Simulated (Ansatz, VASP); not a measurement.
**One calculation of In, two programs**

INCAR

```
SYSTEM = In
ALGO = Normal ; EDIFF = 1E-6
ENCUT = 520 ; GGA = PE
ISIF = 2 ; ISMEAR = -1
LASPH = .True. ; LCHARG = .True.
LELF = .True. ; LREAL = .False.
LVHAR = .True. ; LWAVE = .False.
NBANDS = 20 ; NELM = 60
PREC = Accurate ; SIGMA = 0.05
```

Contents of KPOINTS:

```
k-points
0
Gamma
  13 13 13
  0 0 0
```

The input POSCAR:

```
In
1.0
   -2.8834297681      2.8834297681      1.5222966893
    2.8834297681     -2.8834297681      1.5222966893
    2.8834297681      2.8834297681     -1.5222966893
In
2
Direct
   -0.3750000000     -0.1250000000     -0.2500000000
    0.3750000000      0.1250000000      0.2500000000
```

Input for Ansatz:

```yaml
crystal:
  lattice:
    - [-2.8834297681, 2.8834297681, 1.5222966893]
    - [2.8834297681, -2.8834297681, 1.5222966893]
    - [2.8834297681, 2.8834297681, -1.5222966893]
  atoms:
    - { symbol: In, position: [-0.375, -0.125, -0.25] }
    - { symbol: In, position: [0.375, 0.125, 0.25] }
kpoints:
  mp_grid: { grid: [13, 13, 13] }
scf:
  occupations: { method: fermi_dirac, width: 0.05 }
hamiltonian:
  xc: pbe
  pseudopotentials: { kind: all_electron, lapw: { basis_error: 0.001 } }
output:
  forces: true
  stress: true
  eigenvalues: true
  populations: true
```

Change from the starting cell: volume scaled by 0.88, LAPW.

Alike in both runs: task single point; functional PBE; k mesh 13 × 13 × 13; occupations fermi-dirac, width 0.05 eV; no spin polarisation.

|  | VASP | Ansatz |
| --- | --- | --- |
| version | VASP 6.6.1 | Ansatz 0.2.0 |
| potentials or method | VASP PAW PBE potentials, release 64 (In_d), cutoff 520 eV | all-electron LAPW, scalar-relativistic |

```csv
,VASP,Ansatz,Ansatz less VASP
pressure (GPa),5.7,5.7,+0.05
```

Ansatz ran all-electron here, and VASP with PAW potentials.
